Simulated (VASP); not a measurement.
Wanted: the native input for a VASP 6.6.1 run.

```yaml
Task: single point
Functional: BLYP
Potentials_or_basis: VASP PAW PBE potentials, release 64 (Pb_d)
Cutoff: 520 eV
k_mesh: 15 × 15 × 15
Occupations: fermi-dirac, width 0.1 eV
Spin: no spin polarisation
Dipole_correction: no
Further_INCAR_settings: ALGO = Normal; EDIFF = 1e-07; NBANDS = 13
```

The structure of Pb lies in POSCAR:

```
Pb
1.0
    3.2530711556      0.0000000000      0.0000000000
    0.0000000000      3.2530711556      0.0000000000
    0.0000000000      0.0000000000      3.2530711556
Pb
1
Direct
    0.0000000000      0.0000000000      0.0000000000
```

This cell differs from its parent crystal: volume scaled by 0.92.

One way to write it, as run:

INCAR

```
SYSTEM = Pb
PREC = Accurate
ENCUT = 520
EDIFF = 1E-7
ISMEAR = -1
SIGMA = 0.1
LREAL = .FALSE.
LASPH = .TRUE.
NELM = 100
ALGO = Normal
ISIF = 2
LWAVE = .FALSE.
LCHARG = .FALSE.
GGA = B5
ALDAX = 1.0
AGGAX = 1.0
AGGAC = 1.0
ALDAC = 0.0
NBANDS = 13
```

KPOINTS

```
regular mesh
0
G
  15 15 15
  0 0 0
```

Potentials or basis: VASP PAW PBE potentials, release 64 (Pb_d).

Command:

```bash
$ cat potpaw_PBE.64/Pb_d/POTCAR > POTCAR
$ mpirun -np 1 vasp_std > vasp.out
```

Results of the run:

The pressure is 3.0 GPa. The band gap on the k mesh is zero (band 7 reaches 10.95 eV, above the bottom of band 8 at 4.51 eV).

Caveat: the PAW data sets were made with another functional, which shifts forces and pressure a little; spin-orbit coupling is left out, which moves the levels of the heavy elements.

Wall time 13 s on 1 thread of Intel(R) Xeon(R) 6975P-C (Granite Rapids) (shared host), peak memory 0.17 GiB.
